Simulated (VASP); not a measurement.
**ZrPdSe4: single point with PBE**

The system is ZrPdSe4.

```xyz
6
Lattice="-3.8628 3.8628 2.5704 3.8628 -3.8628 2.5704 3.8628 3.8628 -2.5704" Properties=species:S:1:pos:R:3 pbc="T T T"
Zr    0.0000    0.0000    0.0000
Pd    0.0000    0.0000    2.5704
Se    2.4117    0.0000    2.5704
Se    1.4511    3.8628    0.0000
Se    0.0000    2.4117    2.5704
Se    3.8628    1.4511    0.0000
```

The cell was generated, and may not be a known phase.

```
Program                : VASP 6.6.1
Task                   : single point
Functional             : PBE
Potentials or basis    : VASP PAW PBE potentials, release 64 (Zr_sv, Pd, Se)
Cutoff                 : 520 eV
k mesh                 : 4 × 4 × 4
Occupations            : gaussian, width 0.1 eV
Spin                   : no spin polarisation
Dipole correction      : no
Further INCAR settings : ALGO = Normal; EDIFF = 1e-06; NBANDS = 32
```

```yaml
Pressure: 0.0 GPa
Largest_force: 0.003 eV/Å
Band_gap_on_the_k_mesh: zero (bands 23 and 24 overlap by 0.34 eV)
```

Forces in eV/Å, atoms in the order of the input:
```
Zr   0.000  0.000  0.000
Pd   0.000  0.000  0.000
Se   0.003  0.000  0.000
Se  -0.003  0.000  0.000
Se   0.000  0.003  0.000
Se   0.000 -0.003  0.000
```

Stress tensor (GPa, compression positive):
```
 0.07  0.00  0.00
 0.00  0.07  0.00
 0.00  0.00 -0.19
```

Levels at points of the mesh, in eV from the Fermi level:
```
           k point  band 19  band 20  band 21  band 22  band 23  band 24  band 25  band 26  band 27  band 28
(0.00, 0.00, 0.00)    -1.13    -1.13    -1.03    -0.47    -0.29    -0.29     0.16     0.76     1.12     1.12
(0.50, 0.00, 0.00)    -1.88    -1.16    -0.89    -0.87    -0.74     0.35     0.40     0.47     0.82     1.00
(0.50, 0.50, 0.00)    -2.17    -1.99    -1.29    -1.19    -0.06     0.22     0.37     0.57     1.19     1.22
(0.50, 0.50, 0.50)    -0.86    -0.82    -0.75    -0.75    -0.34    -0.02     0.27     0.32     0.45     0.52
```

Wall time 77 s on 1 thread of Intel(R) Xeon(R) Platinum 8488C (Sapphire Rapids) (shared host), peak memory 0.34 GiB.

Caveat: the k points lie up to 0.37 Å⁻¹ apart.
